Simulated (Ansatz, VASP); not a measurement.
## One calculation of PbSe, two programs

The input POSCAR:

```
PbSe
1.0
    3.7843220000      0.0000000000      0.0000000000
    0.0000000000      3.7843220000      0.0000000000
    0.0000000000      0.0000000000      3.7843220000
Pb Se
1 1
Direct
    0.0000000000      0.0000000000      0.0000000000
    0.5000000000      0.5000000000      0.5000000000
```

INCAR.step1

```
SYSTEM = PbSe
ALGO     = Normal         ! electronic algorithm
EDIFF    = 1E-5           ! SCF threshold, eV
ENCUT    = 520            ! plane-wave cutoff, eV
GGA      = PE             ! functional
ISIF     = 2              ! what is computed and relaxed
ISMEAR   = -1             ! smearing method
LASPH    = .TRUE.         ! aspherical terms in the spheres
LCHARG   = .FALSE.        ! write CHGCAR
LREAL    = .FALSE.        ! projectors in reciprocal space
LWAVE    = .TRUE.         ! write WAVECAR
NBANDS   = 17             ! bands
NELM     = 60             ! most SCF steps
PREC     = Accurate       ! precision mode
SIGMA    = 0.05           ! smearing width, eV
```

File INCAR.step2:

```
SYSTEM = PbSe
AEXX     = 0.25           ! exact-exchange fraction
ALGO     = Normal         ! electronic algorithm
EDIFF    = 1E-6           ! SCF threshold, eV
ENCUT    = 520            ! plane-wave cutoff, eV
GGA      = PE             ! functional
ISIF     = 2              ! what is computed and relaxed
ISMEAR   = -1             ! smearing method
ISTART   = 1            
LASPH    = .TRUE.         ! aspherical terms in the spheres
LCHARG   = .FALSE.        ! write CHGCAR
LHFCALC  = .TRUE.         ! exact exchange
LREAL    = .FALSE.        ! projectors in reciprocal space
LWAVE    = .FALSE.        ! write WAVECAR
NBANDS   = 17             ! bands
NELM     = 60             ! most SCF steps
PREC     = Accurate       ! precision mode
PRECFOCK = Normal       
SIGMA    = 0.05           ! smearing width, eV
```

KPOINTS

```
k-points
0
G
  4 4 4
  0 0 0
```

The input input:

```
crystal:
  lattice:
    - [3.784322, 0.0, 0.0]
    - [0.0, 3.784322, 0.0]
    - [0.0, 0.0, 3.784322]
  atoms:
    - { symbol: Pb, position: [0.0, 0.0, 0.0] }
    - { symbol: Se, position: [0.5, 0.5, 0.5] }
hamiltonian:
  xc: pbe0
  pseudopotentials: { kind: paw }
kpoints:
  mp_grid: { grid: [4, 4, 4] }
scf:
  occupations: { method: fermi_dirac, width: 0.05 }
output:
  forces: true
  stress: true
  eigenvalues: true
```

Alike in both runs: task single point; functional PBE0; k mesh 4 × 4 × 4; occupations fermi-dirac, width 0.05 eV; no spin polarisation.

```csv
,VASP,Ansatz
version,VASP 6.6.1,Ansatz 0.2.0
potentials or method,"VASP PAW PBE potentials, release 64 (Pb_d, Se)",Ansatz PAW
plane-wave cutoff (eV),520,420
valence electrons in the cell,20,30
```

```csv
,VASP,Ansatz,Ansatz less VASP
gap on the k mesh at the Fermi level (eV),none,none,-
pressure (GPa),-1.3,-1.0,+0.23
```

A gap of «none» marks a metal or a gap that the smearing closes. VASP's potentials hold 20 valence electrons a cell and Ansatz's 30, so a difference there can come from the potentials and not from the codes.

The k mesh is coarse, so the values compare programs but aren't converged. Neither program's run includes spin-orbit coupling.
